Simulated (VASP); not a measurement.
**Pd: single point with PBEsol**

The system is Pd.

```
Pd
1.0
     0.00000    1.93761    1.93761
     1.93761    0.00000    1.93761
     1.93761    1.93761    0.00000
Pd
1
Cartesian
  0.0000 0.0000 0.0000
```

| Quantity | Value |
| --- | --- |
| Program | VASP 6.6.1 |
| Task | single point |
| Functional | PBEsol |
| Potentials or basis | VASP PAW PBE potentials, release 64 (Pd) |
| Cutoff | 520 eV |
| k mesh | 18 × 18 × 18 |
| Occupations | fermi-dirac, width 0.05 eV |
| Spin | no spin polarisation |

| Item | Value |
| --- | --- |
| Pressure | -0.3 GPa |
| Band gap on the k mesh | zero (band 5 reaches 10.16 eV, above the bottom of band 6 at 8.54 eV) |

Levels at points of the mesh, in eV from the Fermi level:
```csv
k point,band 1,band 2,band 3,band 4,band 5,band 6,band 7,band 8,band 9,band 10
"(0.00, 0.00, 0.00)",-7.35,-2.92,-2.92,-2.92,-1.25,-1.25,17.13,21.97,21.97,21.97
"(0.50, 0.00, 0.00)",-5.46,-2.97,-2.97,-0.02,-0.02,0.88,7.37,16.49,21.14,21.14
"(0.50, 0.50, 0.00)",-5.55,-5.25,-0.05,0.30,0.30,3.24,10.85,13.18,13.18,21.68
```

Run time: 24 s on 1 thread of AMD EPYC 7R43 64-Core Processor (Zen 3) (shared host), peak memory 0.11 GiB.

Caveat: the PAW data sets were made with another functional, which shifts forces and pressure a little.
